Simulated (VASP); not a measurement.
CO2, 6 atoms in the cell. It takes space group I-42d (No. 122, tetragonal). The conventional cell has a = 3.918 Å, b = 3.918 Å, c = 5.936 Å, α = 90.00°, β = 90.00°, γ = 90.00°. C (site symmetry -4) has 4 O at 1.39 Å within 1.9 Å. O (site symmetry 2) has 2 C at 1.39 Å within 1.9 Å. 

```yaml
Program: VASP 6.6.1
Task: single point
Functional: PBEsol
Potentials_or_basis: VASP PAW PBE potentials, release 64 (C, O)
Cutoff: 520 eV
k_mesh: 8 × 8 × 8
Occupations: gaussian, width 0.01 eV
Spin: no spin polarisation
Dipole_correction: no
Further_INCAR_settings: ALGO = Normal; EDIFF = 1e-07; NBANDS = 25
```

Potentials or basis: VASP PAW PBE potentials, release 64 (C, O).

Command:

```bash
$ cat potpaw_PBE.64/C/POTCAR potpaw_PBE.64/O/POTCAR > POTCAR
$ mpirun -np 1 vasp_std > vasp.out
```

Hardware: 1 thread of Intel(R) Xeon(R) 6975P-C (Granite Rapids), on a shared host.

Question: Estimate the wall time of this run.

Answer: Wall time 29 s on 1 thread of Intel(R) Xeon(R) 6975P-C (Granite Rapids) (shared host), peak memory 0.19 GiB. Counts: scf iterations 14, k points 59.
